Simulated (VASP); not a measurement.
# Zr4B (P-3m1) in VASP: further runs, part 3 of 3

VASP 6.6.1. The steps go on from the part before.

## Step 5: Relaxation of cell and atoms, PBE

Input file INCAR:

```
PREC = Accurate
ENCUT = 600
EDIFF = 1E-7
ISMEAR = 0
SIGMA = 0.1
LREAL = F
LASPH = T
NELM = 100
ALGO = Normal
ISIF = 3
LWAVE = F
LCHARG = F
GGA = PE
IBRION = 2
NSW = 90
EDIFFG = -0.04
```

Input file KPOINTS:

```
regular mesh
0
Gamma
  6 6 2
```

Input file POSCAR:

```
Zr4B
1.0
    2.8939425100      0.0000000000      0.0000000000
   -1.4469712600      2.5062277300      0.0000000000
    0.0000000000      0.0000000000      9.3054182700
Zr B
4 1
Direct
    0.3333333300      0.6666666700      0.8658552800
    0.3333333300      0.6666666700      0.3767953500
    0.6666666700      0.3333333300      0.1341447200
    0.6666666700      0.3333333300      0.6232046500
    0.0000000000      0.0000000000      0.0000000000
```

Launch:

```bash
$ cat potpaw_PBE.64/Zr_sv/POTCAR potpaw_PBE.64/B/POTCAR > POTCAR
$ mpirun -np 1 vasp_std > vasp.out
```

It took 3.6 min on 1 thread of Intel Xeon 6975P-C (Granite Rapids), shared host; peak memory 0.21 GiB.

Results (log left out):

* Free energy: -41.5056 eV
* Relaxed volume: 20.68 Å³/atom
* Relaxed cell: a = 3.364 Å, b = 3.364 Å, c = 10.548 Å, α = 90.00°, β = 90.00°, γ = 120.00°
* Space group after relaxing (to 0.05 Å): P-3m1 (No. 164)
* Energy gained by relaxing: 1378.9 meV/atom
* Ionic steps: 13
* Pressure after relaxing: 0.0 GPa
* Largest force after relaxing: 0.007 eV/Å

Forces in eV/Å, atoms in the order of the input:
```
Zr   0.000  0.000 -0.004
Zr   0.000  0.000 -0.007
Zr   0.000  0.000  0.004
Zr   0.000  0.000  0.007
B    0.000  0.000  0.000
```

Stress tensor (GPa, compression positive):
```
 0.05  0.00  0.00
 0.00  0.05  0.00
 0.00  0.00 -0.07
```

The path:
```tsv
step	energy change (eV)	largest force (eV/Å)	pressure (GPa)	volume (Å³)
1	0.0000	3.1424	85.03	67.49
2	0.1268	1.3598	-21.63	164.43
3	-6.5266	1.4222	-2.73	103.18
4	-6.5585	1.3553	-0.42	100.94
5	-6.5618	1.3255	0.59	100.02
6	-6.7192	1.0914	-0.41	101.43
7	-6.8590	0.5509	-0.96	105.72
8	-6.8873	0.1727	-1.08	104.24
9	-6.8887	0.1488	-1.07	104.48
10	-6.8834	0.2688	1.84	101.95
11	-6.8929	0.0993	0.06	103.46
12	-6.8942	0.0427	0.03	103.42
13	-6.8946	0.0070	0.01	103.39
```

Final structure:
```
Zr B
1.0
     3.36428    0.00000    0.00000
    -1.68214    2.91355    0.00000
     0.00000    0.00000   10.54764
Zr B
4 1
Direct
  0.33333 0.66667 0.87304
  0.33333 0.66667 0.38575
  0.66667 0.33333 0.12696
  0.66667 0.33333 0.61425
  0.00000 0.00000 0.00000
```

Levels at points of the mesh, in eV from the Fermi level:
```
           k point  band 23  band 24  band 25  band 26  band 27  band 28  band 29  band 30
(0.00, 0.00, 0.00)    -0.14    -0.11     0.84     0.84     0.95     0.95     1.07     1.65
(0.50, 0.00, 0.00)    -0.62    -0.60    -0.38    -0.10     1.12     1.13     1.13     1.63
(0.00, 0.00, 0.50)    -0.61     0.53     0.79     0.79     1.05     1.07     1.07     1.43
(0.50, 0.00, 0.50)    -0.96    -0.56    -0.56    -0.23     0.89     1.02     1.38     1.74
```

Caveat: the k points lie up to 0.36 Å⁻¹ apart in the final cell; the volume moved by over 15 % at a fixed basis, so the end points are rough.

## Step 6: Relaxation of cell and atoms, PBE

This run uses another cell than the first one, of 20.65 Å³/atom, 1.530 times its volume.

Input file INCAR:

```
  ALGO = Fast
  EDIFF = 1E-6
  EDIFFG = -0.01
  ENCUT = 600
  GGA = PE
  IBRION = 2
  ISIF = 3
  ISMEAR = 0
  LASPH = True
  LCHARG = False
  LREAL = False
  LWAVE = False
  NELM = 80
  NSW = 100
  PREC = Accurate
  SIGMA = 0.1
```

Input file KPOINTS:

```
k-points
0
Gamma
  12 12 4
```

Input file POSCAR:

```
Zr4B
1.0
    3.3643084935      0.0000000000      0.0000000000
   -1.6821542467      2.9135766215      0.0000000000
    0.0000000000      0.0000000000     10.5352242542
Zr B
4 1
Direct
    0.3333333333      0.6666666667      0.8729385851
    0.3333333333      0.6666666667      0.3856707682
    0.6666666667      0.3333333333      0.1270614149
    0.6666666667      0.3333333333      0.6143292318
    0.0000000000      0.0000000000      0.0000000000
```

Potentials or basis: VASP PAW PBE potentials, release 64 (Zr_sv, B).

Launch:

```bash
$ cat potpaw_PBE.64/Zr_sv/POTCAR potpaw_PBE.64/B/POTCAR > POTCAR
$ mpirun -np 1 vasp_std > vasp.out
```

OUTCAR:

```text
EDIFF = 1E-6
   EDIFFG = -0.01
   ENCUT = 600
   GGA = PE
   IBRION = 2
   ISIF = 3
   ISMEAR = 0
   LASPH = True
   LREAL = False
   NELM = 80
   NSW = 100
   PREC = Accurate

 ion  position               nearest neighbor table
   1  0.333  0.667  0.873-   5 2.36   5 2.36   5 2.36   3 3.31   3 3.31   3 3.31   4 3.35   4 3.35
                             4 3.35
   2  0.333  0.667  0.386-   4 3.09   4 3.09   4 3.09   3 3.35   3 3.35   3 3.35
   3  0.667  0.333  0.127-   5 2.36   5 2.36   5 2.36   1 3.31   1 3.31   1 3.31   2 3.35   2 3.35
                             2 3.35
   4  0.667  0.333  0.614-   2 3.09   2 3.09   2 3.09   1 3.35   1 3.35   1 3.35
   5  0.000  0.000  0.000-   1 2.36   3 2.36   1 2.36   3 2.36   3 2.36   1 2.36

  LATTYP: Found a hexagonal cell.
 ALAT       =     3.3643084935
 C/A-ratio  =     3.1314679598

  Lattice vectors:

 A1 = (   3.3643084935,   0.0000000000,   0.0000000000)
 A2 = (  -1.6821542467,   2.9135766215,   0.0000000000)
 A3 = (   0.0000000000,   0.0000000000,  10.5352242542)

Analysis of symmetry for initial positions (statically):
=====================================================================
 Subroutine PRICEL returns:
 Original cell was already a primitive cell.

 Routine SETGRP: Setting up the symmetry group for a
 hexagonal supercell.

 Subroutine GETGRP returns: Found 12 space group operations
 (whereof 12 operations were pure point group operations)
 out of a pool of 24 trial point group operations.

The static configuration has the point symmetry D_3d.

Analysis of symmetry for dynamics (positions and initial velocities):
=====================================================================
 Subroutine PRICEL returns:
 Original cell was already a primitive cell.

 Routine SETGRP: Setting up the symmetry group for a
 hexagonal supercell.

 Subroutine GETGRP returns: Found 12 space group operations
 (whereof 12 operations were pure point group operations)
 out of a pool of 24 trial point group operations.

The dynamic configuration has the point symmetry D_3d.

[... 133 lines left out ...]
   LEPSILON=     F    determine dielectric tensor
   LRPA    =     F    only Hartree local field effects (RPA)
 conjugate gradient relaxation of ions
 non-spin polarized calculation
 RMM-DIIS sequential band-by-band and
 Gauss-broadening in eV      SIGMA  =   0.10
  energy-cutoff  :      600.00
  volume of cell :      103.27
 maximum number of plane-waves:      3486
 NGX is ok and might be reduce to    28
   NGX = 13   NGY = 13   NGZ = 43

--------------------------------------- Ionic step        1  -------------------------------------------

 number of electron      51.0000000 magnetization

 Free energy of the ion-electron system (eV)
  ---------------------------------------------------
  ext. energy  EPLUGINS =         0.00000000
  ---------------------------------------------------
  free energy    TOTEN  =       -41.51055034 eV

  energy without entropy =      -41.48771266  energy(sigma->0) =      -41.49913150

------------------------ aborting loop because EDIFF is reached ----------------------------------------

  FORCE on cell =-STRESS in cart. coord.  units (eV):
  Direction    XX          YY          ZZ          XY          YZ          ZX
  --------------------------------------------------------------------------------------
  -------------------------------------------------------------------------------------
  Total        0.0802844      0.0802844     -0.1088124      0.0000000      0.0000000     -0.0000000
  in kB        1.2455920      1.2455920     -1.6881959      0.0000000      0.0000000     -0.0000000
  external PRESSURE =       0.2676627 kB  Pullay stress =       0.0000000 kB
[... 182 lines left out ...]
--------------------------------------- Ionic step        6  -------------------------------------------

 number of electron      51.0000000 magnetization

 Free energy of the ion-electron system (eV)
  ---------------------------------------------------
  ext. energy  EPLUGINS =         0.00000000
  ---------------------------------------------------
  free energy    TOTEN  =       -41.51168478 eV

  energy without entropy =      -41.48839721  energy(sigma->0) =      -41.50004100

 E-fermi :   7.9951     XC(G=0): -10.9793

 val. band max:        7.9915352340   @ k =  -0.0833   0.2500   0.2500
 cond. band min:       7.9954703929   @ k =   0.4167   0.1667   0.0000
 fundamental gap:      0.0039351590
 Fermi energy:         7.9951018324

 k-point     1 :       0.0000    0.0000    0.0000
  band No.  band energies     occupation
      1     -40.7762      2.00000
      2     -40.6752      2.00000
      3     -39.9829      2.00000
      4     -39.9323      2.00000
      5     -19.1103      2.00000
      6     -18.5637      2.00000
[... 781 lines left out ...]
     29       9.2195      0.00000
     30       9.3076      0.00000

 [... further k-points ...]

------------------------ aborting loop because EDIFF is reached ----------------------------------------

  FORCE on cell =-STRESS in cart. coord.  units (eV):
  Direction    XX          YY          ZZ          XY          YZ          ZX
  --------------------------------------------------------------------------------------
  -------------------------------------------------------------------------------------
  Total       -0.0222777     -0.0222777      0.0127010     -0.0000000     -0.0000000      0.0000000
  in kB       -0.3460742     -0.3460742      0.1973045     -0.0000000     -0.0000000      0.0000000
  external PRESSURE =      -0.1649480 kB  Pullay stress =       0.0000000 kB
[... 20 lines left out ...]
  FREE ENERGIE OF THE ION-ELECTRON SYSTEM (eV)
  ---------------------------------------------------
  free  energy   TOTEN  =       -41.5116847838 eV

  energy  without entropy=      -41.4883972070  energy(sigma->0) =      -41.50004100

 reached required accuracy - stopping structural energy minimisation
```

OSZICAR:

```text
N       E                     dE             d eps       ncg     rms          rms(c)
DAV:   1     0.574318638979E+03    0.57432E+03   -0.29290E+04  4140   0.186E+03
DAV:   2     0.535251496708E+01   -0.56897E+03   -0.55955E+03  4816   0.513E+02
[... 68 lines left out ...]
   5 F= -.41511686E+02 E0= -.41500038E+02  d E =-.211513E-03
       N       E                     dE             d eps       ncg     rms          rms(c)
DAV:   1    -0.415116975668E+02   -0.12026E-04   -0.87278E-04  4984   0.240E-01    0.355E-02
RMM:   2    -0.415116861118E+02    0.11455E-04   -0.41772E-05  4846   0.505E-02    0.985E-03
RMM:   3    -0.415116847474E+02    0.13643E-05   -0.19309E-05  4863   0.251E-02    0.747E-03
RMM:   4    -0.415116847838E+02   -0.36373E-07   -0.64003E-06  3741   0.104E-02
   6 F= -.41511685E+02 E0= -.41500041E+02  d E =-.210454E-03
```

CONTCAR:

```text
Zr4B
   1.00000000000000
     3.3680018381798877    0.0000000000000632   -0.0000000000000000
    -1.6840009190398344    2.9167751518175558   -0.0000000000000000
    -0.0000000000000000    0.0000000000000000   10.4987235109225345
  Zr              B
     4     1
Direct
     0.3333333332999970    0.6666666667000030    0.8724254861527331
     0.3333333332999970    0.6666666667000030    0.3848391123068439
     0.6666666667000030    0.3333333332999970    0.1275745138472670
     0.6666666667000030    0.3333333332999970    0.6151608876931561
     0.0000000000000000    0.0000000000000000    0.0000000000000000

  0.00000000E+00  0.00000000E+00  0.00000000E+00
  0.00000000E+00  0.00000000E+00  0.00000000E+00
  0.00000000E+00  0.00000000E+00  0.00000000E+00
  0.00000000E+00  0.00000000E+00  0.00000000E+00
  0.00000000E+00  0.00000000E+00  0.00000000E+00
```

Run time: 21 min. Hardware: 1 thread of Intel Xeon Platinum 8259CL at 2.50GHz (Skylake/Cascade Lake), shared host; peak memory 0.4 GiB.

Results:

| Quantity | Value |
| --- | --- |
| Free energy | -41.5117 eV |
| Relaxed volume | 20.63 Å³/atom |
| Relaxed cell | a = 3.368 Å, b = 3.368 Å, c = 10.499 Å, α = 90.00°, β = 90.00°, γ = 120.00° |
| Space group after relaxing (to 0.05 Å) | P-3m1 (No. 164) |
| Energy gained by relaxing | 0.2 meV/atom |
| Ionic steps | 6 |
| Pressure after relaxing | 0.0 GPa |
| Largest force after relaxing | 0.009 eV/Å |

Forces on the atoms (eV/Å):
```
Zr   0.000  0.000 -0.009
Zr   0.000  0.000  0.006
Zr   0.000  0.000  0.009
Zr   0.000  0.000 -0.006
B    0.000  0.000  0.000
```

The path:
| step | energy change (eV) | largest force (eV/Å) | pressure (GPa) | volume (Å³) |
| --- | --- | --- | --- | --- |
| 1 | 0.0000 | 0.0719 | 0.03 | 103.27 |
| 2 | -0.0007 | 0.0398 | -0.11 | 103.32 |
| 3 | -0.0009 | 0.0063 | -0.24 | 103.37 |
| 4 | -0.0011 | 0.0168 | 0.09 | 102.99 |
| 5 | -0.0011 | 0.0101 | 0.01 | 103.12 |
| 6 | -0.0011 | 0.0091 | -0.02 | 103.14 |

Final structure:
```
CELL_PARAMETERS angstrom
3.36800 0.00000 0.00000
-1.68400 2.91678 0.00000
0.00000 0.00000 10.49872
ATOMIC_POSITIONS crystal
Zr 0.33333 0.66667 0.87243
Zr 0.33333 0.66667 0.38484
Zr 0.66667 0.33333 0.12757
Zr 0.66667 0.33333 0.61516
B 0.00000 0.00000 0.00000
```

## Step 7: The runs side by side

| task | cell | k mesh | cutoff (eV) | smearing | gap on the mesh (eV) | pressure (GPa) | relaxed volume (Å³/atom) | largest force (eV/Å) |
| --- | --- | --- | --- | --- | --- | --- | --- | --- |
| single point | a = 2.894, b = 2.894, c = 9.305 Å, angles 90.0, 90.0, 120.0°, 5 atoms | 6 × 6 × 2 | 520 | gaussian 0.1 eV | none | 85.0 | - | 3.14 |
| single point | a = 3.364, b = 3.364, c = 10.535 Å, angles 90.0, 90.0, 120.0°, 5 atoms | 6 × 6 × 2 | 520 | gaussian 0.1 eV | none | 0.0 | - | 0.01 |
| single point | a = 3.367, b = 3.367, c = 20.995 Å, angles 90.0, 90.0, 120.0°, 10 atoms | 6 × 6 × 1 | 520 | gaussian 0.2 eV | none | 0.0 | - | 0.07 |
| relaxation of cell and atoms | relaxed from a = 2.894, b = 2.894, c = 9.305 Å, angles 90.0, 90.0, 120.0°, 5 atoms | 6 × 6 × 2 | 600 | gaussian 0.1 eV | none | 0.0 | 20.68 | 0.01 |
| relaxation of cell and atoms | relaxed from a = 3.364, b = 3.364, c = 10.535 Å, angles 90.0, 90.0, 120.0°, 5 atoms | 12 × 12 × 4 | 600 | gaussian 0.1 eV | none | 0.0 | 20.63 | 0.01 |

Alike in all rows: level PBE; potentials or basis VASP PAW PBE potentials, release 64 (Zr_sv, B); no spin polarisation.

Caveats: some runs use coarse meshes; forces of over 1 eV/Å act on the atoms, so gaps and moduli don't describe the material at rest (some runs); the volume moved by over 15 % at a fixed basis, so the end points are rough (some runs).

Absolute energies hang on the potentials; compare differences alone.
